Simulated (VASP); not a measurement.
The system is Cd.

```xyz
2
Lattice="2.9789 0.0000 0.0000 -1.4894 2.5798 0.0000 0.0000 0.0000 5.6177" Properties=species:S:1:pos:R:3 pbc="T T T"
Cd    0.0000    1.7199    1.4044
Cd    1.4894    0.8599    4.2132
```

| Item | Value |
| --- | --- |
| Program | VASP 6.6.1 |
| Task | relaxation of volume and atoms at fixed shape |
| Functional | LDA |
| Potentials or basis | VASP PAW LDA potentials, release 64 (Cd) |
| Cutoff | 600 eV |
| k mesh | 10 × 10 × 5 |
| Occupations | fermi-dirac, width 0.1 eV |
| Spin | no spin polarisation |

At the start: pressure -4.1 GPa; volume 21.59 Å³/atom.

Where does the relaxation end?

Over 3 steps the energy falls by 19.0 meV/atom and the volume is 20.20 Å³/atom (-6.4 %); space group P6_3/mmc (No. 194, to 0.1 Å) before and after.

The path:
| step | energy change (eV) | largest force (eV/Å) | pressure (GPa) | volume (Å³) |
| --- | --- | --- | --- | --- |
| 1 | 0.0000 | 0.0000 | -4.07 | 43.17 |
| 2 | -0.0362 | 0.0000 | 1.08 | 39.83 |
| 3 | -0.0381 | 0.0000 | 0.00 | 40.39 |

Final structure:
```cif
data_structure
_symmetry_space_group_name_H-M 'P 1'
_symmetry_Int_Tables_number 1
_cell_length_a 2.9135
_cell_length_b 2.9135
_cell_length_c 5.4944
_cell_angle_alpha 90.000
_cell_angle_beta 90.000
_cell_angle_gamma 120.000
_cell_volume 40.39
loop_
_atom_site_label
_atom_site_type_symbol
_atom_site_fract_x
_atom_site_fract_y
_atom_site_fract_z
_atom_site_occupancy
Cd1 Cd 0.33333 0.66667 0.25000 1
Cd2 Cd 0.66667 0.33333 0.75000 1
```
